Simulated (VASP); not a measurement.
Write the native input for VASP 6.6.1 that does the following.

```yaml
Task: single point
Functional: PBEsol
Potentials_or_basis: VASP PAW PBE potentials, release 64 (Mg)
Cutoff: 600 eV
k_mesh: 6 × 6 × 6
Occupations: methfessel-paxton, width 0.05 eV
Spin: no spin polarisation
Dipole_correction: no
Further_INCAR_settings: ALGO = Normal; EDIFF = 1e-06; NBANDS = 7
```

The structure of Mg lies in POSCAR:

```
Mg
1.0
    3.9650000000      0.0000000000      0.0000000000
    0.0000000000      3.9650000000      0.0000000000
    0.0000000000      0.0000000000      3.9650000000
Mg
1
Direct
    0.0000000000      0.0000000000      0.0000000000
```

One way to write it, as run:

INCAR

```
SYSTEM = Mg
  ALGO = Normal
  EDIFF = 1E-6
  ENCUT = 600
  GGA = PS
  GGA_COMPAT = .FALSE.
  ISIF = 2
  ISMEAR = 1
  LASPH = .TRUE.
  LCHARG = .FALSE.
  LREAL = .FALSE.
  LWAVE = .FALSE.
  NBANDS = 7
  NELM = 120
  PREC = Accurate
  SIGMA = 0.05
```

KPOINTS

```
k-points
0
G
  6 6 6
  0 0 0
```

Potentials or basis: VASP PAW PBE potentials, release 64 (Mg).

Launch:

```console
$ cat potpaw_PBE.64/Mg/POTCAR > POTCAR
$ mpirun -np 1 vasp_std > vasp.out
```

Results of the run:

```json
{"Pressure": "-3.1 GPa", "Band gap on the k mesh": "zero (band 1 reaches 0.87 eV, above the bottom of band 2 at -1.47 eV)"}
```

Caveat: the PAW data sets were made with another functional, which shifts forces and pressure a little.

Wall time 5.4 s on 1 thread of Intel(R) Xeon(R) Platinum 8375C CPU @ 2.90GHz (Ice Lake) (shared host), peak memory 0.17 GiB.
